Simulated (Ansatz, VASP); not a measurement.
La2O3 in VASP and in Ansatz

INCAR

```
SYSTEM = La2O3
  PREC = Accurate
  ENCUT = 600
  EDIFF = 1E-6
  ISMEAR = 0
  SIGMA = 0.02
  LREAL = .FALSE.
  LASPH = .TRUE.
  NELM = 100
  ALGO = Normal
  ISIF = 3
  LWAVE = .FALSE.
  LCHARG = .FALSE.
  GGA = PE
  IVDW = 12
  IBRION = 2
  NSW = 70
  EDIFFG = -0.005
```

Contents of KPOINTS:

```
regular mesh
0
G
  9 9 4
  0 0 0
```

POSCAR

```
La2O3
1.0
    3.9404525857      0.0000000000      0.0000000000
   -1.9702262928      3.4125320416      0.0000000000
    0.0000000000      0.0000000000      6.1873633923
La O
2 3
Direct
    0.6666666667      0.3333333333      0.7526270479
    0.3333333333      0.6666666667      0.2473729521
    0.6666666667      0.3333333333      0.3546960238
    0.3333333333      0.6666666667      0.6453039762
    0.0000000000      0.0000000000      0.0000000000
```

Input for Ansatz:

```yaml
crystal:
  lattice:
    - [3.9404525857, 0.0, 0.0]
    - [-1.9702262928, 3.4125320416, 0.0]
    - [0.0, 0.0, 6.1873633923]
  atoms:
    - { symbol: La, position: [0.6666666667, 0.3333333333, 0.7526270479] }
    - { symbol: La, position: [0.3333333333, 0.6666666667, 0.2473729521] }
    - { symbol: O, position: [0.6666666667, 0.3333333333, 0.3546960238] }
    - { symbol: O, position: [0.3333333333, 0.6666666667, 0.6453039762] }
    - { symbol: O, position: [0.0, 0.0, 0.0] }
basis:
  ecutwfc: 420
kpoints:
  mp_grid: { grid: [9, 9, 4] }
hamiltonian:
  xc: pbe
  dispersion: d3bj
scf:
  occupations: { method: gaussian, width: 0.02 }
output:
  forces: true
  stress: true
  eigenvalues: true
relax:
  adjacent_minimum: "off"
  f_tol: 0.005
  max_steps: 50
  cell: { stress_tol: 0.05 }
```

Alike in both runs: task relaxation of cell and atoms; functional PBE; dispersion D3(BJ); k mesh 9 × 9 × 4; occupations gaussian, width 0.02 eV; no spin polarisation.

```csv
,VASP,Ansatz
version,VASP 6.6.1,Ansatz 0.2.0
potentials or method,"VASP PAW PBE potentials, release 64 (La, O), cutoff 600 eV","scalar-relativistic, plane waves, PAW"
valence electrons in the cell,40,40
```

|  | VASP | Ansatz | Ansatz less VASP |
| --- | --- | --- | --- |
| gap on the k mesh at the Fermi level, each at its own relaxed structure (eV) | 3.90 | 3.88 | -0.011 |
| relaxed volume (Å³/atom) | 16.20 | 16.26 | +0.056 |
| relaxed length of the cell vector where the two differ most in proportion (Å) | 6.091 | 6.100 | +0.0089 |

Spin-orbit coupling is off throughout.
